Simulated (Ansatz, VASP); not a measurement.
**One calculation of Si, two programs**

The input INCAR:

```
SYSTEM = Si
  PREC = Accurate
  ENCUT = 520
  EDIFF = 1E-7
  ISMEAR = -1
  SIGMA = 0.08
  LREAL = .False.
  LASPH = .True.
  NELM = 60
  ALGO = Normal
  ISIF = 2
  LWAVE = .False.
  LCHARG = .False.
  GGA = PE
  NBANDS = 11
```

KPOINTS

```
Automatic mesh
0
Gamma
  11 11 11
  0 0 0
```

Contents of POSCAR:

```
Si
1.0
    0.0000000000      2.6880391347      2.6880391347
    2.6880391347      0.0000000000      2.6880391347
    2.6880391347      2.6880391347      0.0000000000
Si
2
Direct
    0.5000000000      0.5000000000      0.5000000000
    0.7500000000      0.7500000000      0.7500000000
```

Input for Ansatz:

```yaml
crystal:
  lattice:
    - [0.0, 2.6880391347, 2.6880391347]
    - [2.6880391347, 0.0, 2.6880391347]
    - [2.6880391347, 2.6880391347, 0.0]
  atoms:
    - { symbol: Si, position: [0.5, 0.5, 0.5] }
    - { symbol: Si, position: [0.75, 0.75, 0.75] }
kpoints:
  mp_grid: { grid: [11, 11, 11] }
scf:
  occupations: { method: fermi_dirac, width: 0.08 }
hamiltonian:
  xc: pbe
  pseudopotentials: { kind: all_electron, lapw: { basis_error: 0.00025 } }
output:
  forces: true
  stress: true
  eigenvalues: true
```

Change from the starting cell: volume scaled by 0.97.

Alike in both runs: task single point; functional PBE; k mesh 11 × 11 × 11; occupations fermi-dirac, width 0.08 eV; no spin polarisation.

```csv
,VASP,Ansatz
version,VASP 6.6.1,Ansatz 0.2.0
potentials or method,"VASP PAW PBE potentials, release 64 (Si), cutoff 520 eV","all-electron LAPW, scalar-relativistic"
```

```csv
,VASP,Ansatz,Ansatz less VASP
pressure (GPa),5.1,5.1,+0.04
```

Ansatz ran all-electron here, and VASP with PAW potentials.
